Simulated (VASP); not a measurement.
# InP (F-43m) in VASP: further runs, part 2 of 2

VASP 6.6.1. The steps go on from the part before.

## 3. Single point, r2SCAN (strain -0.015 along x and y, -0.015 along z)

POSCAR reads:

```
InP
1.0
    0.0000000000      2.8865425000      2.8865425000
    2.8865425000      0.0000000000      2.8865425000
    2.8865425000      2.8865425000      0.0000000000
In P
1 1
Direct
    0.0000000000      0.0000000000      0.0000000000
    0.7500000000      0.7500000000      0.7500000000
```

INCAR.step1 reads:

```
SYSTEM = InP
  PREC = Accurate
  ENCUT = 520
  ISMEAR = 0
  SIGMA = 0.05
  LREAL = .FALSE.
  LASPH = .TRUE.
  NELM = 80
  NBANDS = 16
  GGA = PE
  ALGO = Normal
  EDIFF = 1E-4
  LWAVE = .TRUE.
  LCHARG = .FALSE.
```

INCAR.step2 reads:

```
SYSTEM = InP
  PREC = Accurate
  ENCUT = 520
  EDIFF = 1E-6
  ISMEAR = 0
  SIGMA = 0.05
  LREAL = .FALSE.
  LASPH = .TRUE.
  NELM = 80
  ALGO = Normal
  ISIF = 2
  LWAVE = .FALSE.
  LCHARG = .FALSE.
  METAGGA = R2SCAN
  LMIXTAU = .TRUE.
  NBANDS = 16
  ISTART = 1
```

KPOINTS reads:

```
regular mesh
0
G
  8 8 8
  0 0 0
```

Potentials or basis: VASP PAW PBE potentials, release 64 (In_d, P).

On the command line:

```
cat potpaw_PBE.64/In_d/POTCAR potpaw_PBE.64/P/POTCAR > POTCAR
cp INCAR.step1 INCAR
mpirun -np 1 vasp_std > vasp.out
cp INCAR.step2 INCAR
mpirun -np 1 vasp_std > vasp.out
```

OUTCAR:

```text
SYSTEM = InP
   PREC = Accurate
   ENCUT = 520
   EDIFF = 1E-6
   ISMEAR = 0
   LREAL = .FALSE.
   LASPH = .TRUE.
   NELM = 80
   ISIF = 2
   METAGGA = R2SCAN
   ISTART = 1

 ion  position               nearest neighbor table
   1  0.000  0.000  0.000-   2 2.50   2 2.50   2 2.50   2 2.50
   2  0.750  0.750  0.750-   1 2.50   1 2.50   1 2.50   1 2.50

  LATTYP: Found a face centered cubic cell.
 ALAT       =     5.7730850000

  Lattice vectors:

 A1 = (   0.0000000000,   2.8865425000,   2.8865425000)
 A2 = (   2.8865425000,   0.0000000000,   2.8865425000)
 A3 = (   2.8865425000,   2.8865425000,   0.0000000000)

Analysis of symmetry for initial positions (statically):
=====================================================================
 Subroutine PRICEL returns:
 Original cell was already a primitive cell.

 Routine SETGRP: Setting up the symmetry group for a
 face centered cubic supercell.

 Subroutine GETGRP returns: Found 24 space group operations
 (whereof 24 operations were pure point group operations)
 out of a pool of 48 trial point group operations.

The static configuration has the point symmetry T_d .

Analysis of symmetry for dynamics (positions and initial velocities):
=====================================================================
 Subroutine PRICEL returns:
 Original cell was already a primitive cell.

 Routine SETGRP: Setting up the symmetry group for a
 face centered cubic supercell.

 Subroutine GETGRP returns: Found 24 space group operations
 (whereof 24 operations were pure point group operations)
 out of a pool of 48 trial point group operations.

The dynamic configuration has the point symmetry T_d .

 Subroutine INISYM returns: Found 24 space group operations
 (whereof 24 operations are pure point group operations),
 and found     1 'primitive' translations

----------------------------------------------------------------------------------------

                                     Primitive cell

[... 104 lines left out ...]
   EFERMI =   0.00;   METHOD = LEGACY
   ISMEAR =     0;   SIGMA  =   0.05  broadening in eV -4-tet -1-fermi 0-gaus
   EFERMI_NEDOS =   21; number of points for ismear=-14 and -15
   IALGO  =     38    algorithm
   IMIX   =      4    mixing-type and parameters
     AMIX     =   0.40;   BMIX     =  1.00
     AMIX_MAG =   1.60;   BMIX_MAG =  1.00
  volume/ion in A,a.u.               =      24.05       162.30
  Fermi-wavevector in a.u.,A,eV,Ry     =   1.179717  2.229341 18.935655  1.391731
  Thomas-Fermi vector in A             =   2.316022
   LORBIT       =      0    0 simple, 1 ext, 2 COOP (PROOUT), +10 PAW based schemes
   METAGGA = R2SCAN    functional components
   LHFCALC =     F    Hartree Fock is set to
   AEXX    =    0.0000 exact exchange contribution
   IVDW    =     0    specifies the selected vdW correction
   LEPSILON=     F    determine dielectric tensor
   LRPA    =     F    only Hartree local field effects (RPA)
 non-spin polarized calculation
 Gauss-broadening in eV      SIGMA  =   0.05
  energy-cutoff  :      520.00
  volume of cell :       48.10
 maximum number of plane-waves:      1314
   NGX = 15   NGY = 15   NGZ = 15

 number of electron      18.0000006 magnetization

 Free energy of the ion-electron system (eV)
  ---------------------------------------------------
  ext. energy  EPLUGINS =         0.00000000
  ---------------------------------------------------
  free energy    TOTEN  =       -32.24374573 eV

  energy without entropy =      -32.24374573  energy(sigma->0) =      -32.24374573

 E-fermi :   5.8292     XC(G=0): -10.0971

 val. band max:        5.5258542627   @ k =   0.0000   0.0000   0.0000
 cond. band min:       6.9591889253   @ k =   0.0000   0.0000   0.0000
 fundamental gap:      1.4333346627
 Fermi energy:         5.8292228647

 k-point     1 :       0.0000    0.0000    0.0000
  band No.  band energies     occupation
      1      -9.2278      2.00000
      2      -9.2278      2.00000
      3      -9.2278      2.00000
      4      -9.0219      2.00000
      5      -9.0219      2.00000
      6      -6.8066      2.00000
[... 433 lines left out ...]
      3      -9.1402      2.00000
      4      -9.0297      2.00000
      5      -9.0062      2.00000
      6      -4.4789      2.00000
[... 8 lines left out ...]
     15      16.9412      0.00000
     16      17.7035      0.00000

 [... further k-points ...]
[... 5 lines left out ...]
  --------------------------------------------------------------------------------------
  -------------------------------------------------------------------------------------
  Total        1.6093182      1.6093182      1.6093182      0.0000000      0.0000000     -0.0000000
  in kB       53.6029445     53.6029445     53.6029445      0.0000000      0.0000000     -0.0000000
  external PRESSURE =      53.6029445 kB  Pullay stress =       0.0000000 kB

 VOLUME and BASIS-vectors are now :
 -----------------------------------------------------------------------------
  energy-cutoff  :      520.00
  volume of cell :       48.10
      direct lattice vectors                 reciprocal lattice vectors
     0.000000000  2.886542500  2.886542500    -0.173217612  0.173217612  0.173217612
     2.886542500  0.000000000  2.886542500     0.173217612 -0.173217612  0.173217612
     2.886542500  2.886542500  0.000000000     0.173217612  0.173217612 -0.173217612

 POSITION                                       TOTAL-FORCE (eV/Angst)
 -----------------------------------------------------------------------------------
      0.00000      0.00000      0.00000         0.000000      0.000000      0.000000
      4.32981      4.32981      4.32981        -0.000000     -0.000000     -0.000000
 -----------------------------------------------------------------------------------
    total drift:                                0.000001      0.000001      0.000001

  FREE ENERGIE OF THE ION-ELECTRON SYSTEM (eV)
  ---------------------------------------------------
  free  energy   TOTEN  =       -32.2437457322 eV

  energy  without entropy=      -32.2437457322  energy(sigma->0) =      -32.24374573
```

It took 2.4 min on 1 thread of Intel Xeon 8259CL, shared host; peak memory 0.18 GiB.

What came out:

```yaml
Free_energy: -32.2437 eV
Pressure: 5.4 GPa
Band_gap_on_the_k_mesh: 1.43 eV
```

Caveat: the cell differs from its parent crystal (strain -0.015 along x and y, -0.015 along z); the cell stands under pressure; the PAW data sets were made with another functional, which shifts forces and pressure a little; spin-orbit coupling is left out, which moves the levels of the heavy elements.

## 4. Single point, r2SCAN (strain +0.015 along x and y, +0.015 along z)

POSCAR reads:

```
InP
1.0
    0.0000000000      2.9744575000      2.9744575000
    2.9744575000      0.0000000000      2.9744575000
    2.9744575000      2.9744575000      0.0000000000
In P
1 1
Direct
    0.0000000000      0.0000000000      0.0000000000
    0.7500000000      0.7500000000      0.7500000000
```

INCAR.step1 reads:

```
SYSTEM = InP
PREC = Accurate ; ENCUT = 520
ISMEAR = 0 ; SIGMA = 0.05
LREAL = .False. ; LASPH = .True.
NELM = 80 ; NBANDS = 16
GGA = PE ; ALGO = Normal
EDIFF = 1E-4 ; LWAVE = .True.
LCHARG = .False.
```

INCAR.step2 reads:

```
SYSTEM = InP
PREC = Accurate ; ENCUT = 520
EDIFF = 1E-6 ; ISMEAR = 0
SIGMA = 0.05 ; LREAL = .False.
LASPH = .True. ; NELM = 80
ALGO = Normal ; ISIF = 2
LWAVE = .False. ; LCHARG = .False.
METAGGA = R2SCAN ; LMIXTAU = .True.
NBANDS = 16 ; ISTART = 1
```

KPOINTS reads:

```
regular mesh
0
Gamma
  8 8 8
  0 0 0
```

Potentials or basis: VASP PAW PBE potentials, release 64 (In_d, P).

On the command line:

```
cat potpaw_PBE.64/In_d/POTCAR potpaw_PBE.64/P/POTCAR > POTCAR
cp INCAR.step1 INCAR
mpirun -np 1 vasp_std > vasp.out
cp INCAR.step2 INCAR
mpirun -np 1 vasp_std > vasp.out
```

OUTCAR:

```text
SYSTEM = InP
   PREC = Accurate
   ENCUT = 520
   EDIFF = 1E-6
   ISMEAR = 0
   LREAL = .False.
   LASPH = .True.
   NELM = 80
   ISIF = 2
   METAGGA = R2SCAN
   ISTART = 1

 ion  position               nearest neighbor table
   1  0.000  0.000  0.000-   2 2.58   2 2.58   2 2.58   2 2.58
   2  0.750  0.750  0.750-   1 2.58   1 2.58   1 2.58   1 2.58

  LATTYP: Found a face centered cubic cell.
 ALAT       =     5.9489150000

  Lattice vectors:

 A1 = (   0.0000000000,   2.9744575000,   2.9744575000)
 A2 = (   2.9744575000,   0.0000000000,   2.9744575000)
 A3 = (   2.9744575000,   2.9744575000,   0.0000000000)

Analysis of symmetry for initial positions (statically):
=====================================================================
 Subroutine PRICEL returns:
 Original cell was already a primitive cell.

 Routine SETGRP: Setting up the symmetry group for a
 face centered cubic supercell.

 Subroutine GETGRP returns: Found 24 space group operations
 (whereof 24 operations were pure point group operations)
 out of a pool of 48 trial point group operations.

The static configuration has the point symmetry T_d .

Analysis of symmetry for dynamics (positions and initial velocities):
[... 155 lines left out ...]
  free energy    TOTEN  =       -32.29212195 eV

  energy without entropy =      -32.29212195  energy(sigma->0) =      -32.29212195

 E-fermi :   4.7770     XC(G=0):  -9.6735

 val. band max:        4.5326279726   @ k =   0.0000   0.0000   0.0000
 cond. band min:       5.4396960591   @ k =   0.0000   0.0000   0.0000
 fundamental gap:      0.9070680865
 Fermi energy:         4.7769854281

 k-point     1 :       0.0000    0.0000    0.0000
  band No.  band energies     occupation
      1     -10.0446      2.00000
      2     -10.0446      2.00000
      3     -10.0446      2.00000
      4      -9.8887      2.00000
      5      -9.8887      2.00000
      6      -7.1617      2.00000
[... 433 lines left out ...]
      3      -9.9799      2.00000
      4      -9.8937      2.00000
      5      -9.8770      2.00000
      6      -5.1998      2.00000
[... 8 lines left out ...]
     15      15.6939      0.00000
     16      16.3246      0.00000

 [... further k-points ...]
[... 5 lines left out ...]
  --------------------------------------------------------------------------------------
  -------------------------------------------------------------------------------------
  Total       -0.4866702     -0.4866702     -0.4866702      0.0000000     -0.0000000      0.0000000
  in kB      -14.8146721    -14.8146721    -14.8146721      0.0000000     -0.0000000      0.0000000
  external PRESSURE =     -14.8146721 kB  Pullay stress =       0.0000000 kB

 VOLUME and BASIS-vectors are now :
 -----------------------------------------------------------------------------
  energy-cutoff  :      520.00
  volume of cell :       52.63
      direct lattice vectors                 reciprocal lattice vectors
     0.000000000  2.974457500  2.974457500    -0.168097880  0.168097880  0.168097880
     2.974457500  0.000000000  2.974457500     0.168097880 -0.168097880  0.168097880
     2.974457500  2.974457500  0.000000000     0.168097880  0.168097880 -0.168097880

 POSITION                                       TOTAL-FORCE (eV/Angst)
 -----------------------------------------------------------------------------------
      0.00000      0.00000      0.00000         0.000000      0.000000      0.000000
      4.46169      4.46169      4.46169        -0.000000     -0.000000     -0.000000
 -----------------------------------------------------------------------------------
    total drift:                                0.000003      0.000003      0.000003

  FREE ENERGIE OF THE ION-ELECTRON SYSTEM (eV)
  ---------------------------------------------------
  free  energy   TOTEN  =       -32.2921219503 eV

  energy  without entropy=      -32.2921219503  energy(sigma->0) =      -32.29212195
```

It took 99 s on 1 thread of Intel Xeon 8259CL, shared host; peak memory 0.19 GiB.

What came out:

- Free energy: -32.2921 eV
- Pressure: -1.5 GPa
- Band gap on the k mesh: 0.91 eV

Caveat: the cell differs from its parent crystal (strain +0.015 along x and y, +0.015 along z); the PAW data sets were made with another functional, which shifts forces and pressure a little; spin-orbit coupling is left out, which moves the levels of the heavy elements.

## 5. The runs side by side

| cell | gap on the mesh (eV) | pressure (GPa) |
| --- | --- | --- |
| a = 4.020 Å, angles 60.0°, 2 atoms | 1.70 | 10.0 |
| a = 4.082 Å, angles 60.0°, 2 atoms | 1.43 | 5.4 |
| a = 4.207 Å, angles 60.0°, 2 atoms | 0.91 | -1.5 |

Alike in all rows: task single point; level r2SCAN; potentials or basis VASP PAW PBE potentials, release 64 (In_d, P); no spin polarisation; k mesh 8 × 8 × 8; cutoff (eV) 520; smearing gaussian 0.05 eV.

Caveats: the PAW data sets were made with another functional, which shifts forces and pressure a little; spin-orbit coupling is left out, which moves the levels of the heavy elements; the cell stands under pressure (at least some runs).

Absolute energies hang on the potentials; compare differences alone.
